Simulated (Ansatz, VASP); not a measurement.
InAs: VASP beside Ansatz

Contents of INCAR:

```
  ALGO = Normal
  EDIFF = 1E-6
  ENCUT = 520
  GGA = PS
  ISIF = 2
  ISMEAR = 0
  LASPH = True
  LCHARG = False
  LREAL = False
  LWAVE = False
  NBANDS = 16
  NELM = 80
  PREC = Accurate
  SIGMA = 0.15
```

Contents of KPOINTS:

```
k-points
0
Gamma
  14 14 14
```

File POSCAR:

```
InAs
1.0
    0.0000000000      2.8773040000      2.9204635600
    2.8773040000      0.0000000000      2.9204635600
    2.8773040000      2.8773040000      0.0000000000
In As
1 1
Direct
    0.5000000000      0.5000000000      0.5000000000
    0.0000000000      0.0000000000      0.0000000000
```

Input for Ansatz:

```yaml
crystal:
  lattice:
    - [0.0, 2.877304, 2.92046356]
    - [2.877304, 0.0, 2.92046356]
    - [2.877304, 2.877304, 0.0]
  atoms:
    - { symbol: In, position: [0.5, 0.5, 0.5] }
    - { symbol: As, position: [0.0, 0.0, 0.0] }
basis:
  ecutwfc: 420
kpoints:
  mp_grid: { grid: [14, 14, 14] }
hamiltonian:
  xc: pbesol
scf:
  occupations: { method: gaussian, width: 0.15 }
output:
  forces: true
  stress: true
  eigenvalues: true
```

Change from the starting cell: strain +0.0150 x Voigt [0, 0, 1, 0, 0, 0], atoms carried along.

Alike in both runs: task single point; functional PBEsol; k mesh 14 × 14 × 14; occupations gaussian, width 0.15 eV; no spin polarisation.

|  | VASP | Ansatz |
| --- | --- | --- |
| version | VASP 6.6.1 | Ansatz 0.2.0 |
| potentials or method | VASP PAW PBE potentials, release 64 (In_d, As), cutoff 520 eV | scalar-relativistic, plane waves, PAW |
| valence electrons in the cell | 18 | 28 |

```csv
,VASP,Ansatz,Ansatz less VASP
gap on the k mesh at the Fermi level (eV),none,none,-
pressure (GPa),-4.0,-4.2,-0.15
"traceless stress, the component that is largest in VASP (GPa)",-0.83,-0.83,+0.006
```

VASP's potentials were made for PBE, not for PBEsol. A gap of «none» marks a metal or a gap that the smearing closes. VASP's potentials hold 18 valence electrons a cell and Ansatz's 28, so a difference there can come from the potentials and not from the codes.
